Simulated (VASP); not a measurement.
Crystal: BaS.

```xyz
4
Lattice="4.4422 0.0000 0.0000 -2.2211 3.8470 0.0000 0.0000 0.0000 7.7895" Properties=species:S:1:pos:R:3 pbc="T T T"
Ba    0.0000    0.0000    0.0000
Ba    0.0000    0.0000    3.8947
S     0.0000    2.5647    1.9474
S     2.2211    1.2823    5.8421
```

Base run:

```yaml
Program: VASP 6.6.1
Functional: r2SCAN
Potentials_or_basis: VASP PAW PBE potentials, release 64 (Ba_sv, S)
Cutoff: 520 eV
k_mesh: 6 × 6 × 4
Occupations: gaussian, width 0.01 eV
Spin: no spin polarisation
```

Its results: band gap on the k mesh 2.71 eV, indirect (the least direct gap lies 4.9 meV higher); pressure 0.6 GPa.

The run is repeated on the same cell with these changes: functional from r2SCAN to LDA; potentials or basis from VASP PAW PBE potentials, release 64 (Ba_sv, S) to VASP PAW LDA potentials, release 64 (Ba_sv, S). What comes out?

Band gap on the k mesh 2.11 eV, indirect (the least direct gap lies 1.3 meV higher); pressure -2.4 GPa.

Caveats: spin-orbit coupling is left out, which moves the levels of the heavy elements; the PAW data sets were made with another functional, which shifts forces and pressure a little (some runs).

A k mesh can miss the band edges.
